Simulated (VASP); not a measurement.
Write the native input for VASP 6.6.1 that does the following.

- Task: single point
- Functional: PBE
- Potentials or basis: VASP PAW PBE potentials, release 64 (Si, F_h)
- Cutoff: 910 eV
- k mesh: 4 × 4 × 4
- Occupations: gaussian, width 0.1 eV
- Spin: collinear spin
- Starting moments: [0.0, 0.0, 0.0, 1.0, 1.0, 1.0, 1.0] μB
- Dipole correction: no
- Further INCAR settings: ALGO = Normal; EDIFF = 1e-06; NBANDS = 33

The structure of Si3F4 lies in POSCAR:

```
Si3F4
1.0
    0.0000000000      3.8305726005      3.8305726005
    3.8305726005      0.0000000000      3.8305726005
    3.8305726005      3.8305726005      0.0000000000
Si F
3 4
Direct
    0.2500000000      0.2500000000      0.2500000000
    0.0000000000      0.0000000000      0.0000000000
    0.5000000000      0.5000000000      0.5000000000
    0.8807912804      0.3576261589      0.8807912804
    0.8807912804      0.8807912804      0.8807912804
    0.3576261589      0.8807912804      0.8807912804
    0.8807912804      0.8807912804      0.3576261589
```

The cell was built from a structure type or drawn by symmetry, and may not be a known phase.

These files were run (other wordings do the same):

INCAR

```
SYSTEM = Si3F4
PREC = Accurate
ENCUT = 910
EDIFF = 1E-6
ISMEAR = 0
SIGMA = 0.1
LREAL = .FALSE.
LASPH = .TRUE.
NELM = 200
ALGO = Normal
ISIF = 2
LWAVE = .FALSE.
LCHARG = .TRUE.
ISPIN = 2
MAGMOM = 0 0 0 1 1 1 1
LORBIT = 11
GGA = PE
LELF = .TRUE.
LVHAR = .TRUE.
NBANDS = 33
GGA_COMPAT = .FALSE.
```

KPOINTS

```
regular mesh
0
G
  4 4 4
  0 0 0
```

Potentials or basis: VASP PAW PBE potentials, release 64 (Si, F_h).

Launch:

```sh
$ cat potpaw_PBE.64/Si/POTCAR potpaw_PBE.64/F_h/POTCAR > POTCAR
$ mpirun -np 1 vasp_std > vasp.out
```

It gave:

```yaml
Pressure: -0.4 GPa
Largest_force: 0.072 eV/Å
Band_gap_on_the_k_mesh: zero (filled and empty bands overlap)
Net_moment: 0.00 μB per cell
Valence_electrons_inside_the_program's_atomic_spheres: Si 1.50, 1.60, 1.45; F 4.53
```

Caveat: the cutoff is under 1.25 times the usual one of these potentials, so pressure, stress and relaxed cells hold a basis-set (Pulay) error.

Run time: 2.8 min on 1 thread of Intel(R) Xeon(R) Platinum 8259CL CPU @ 2.50GHz (Skylake/Cascade Lake), with other jobs on the host, peak memory 0.52 GiB.
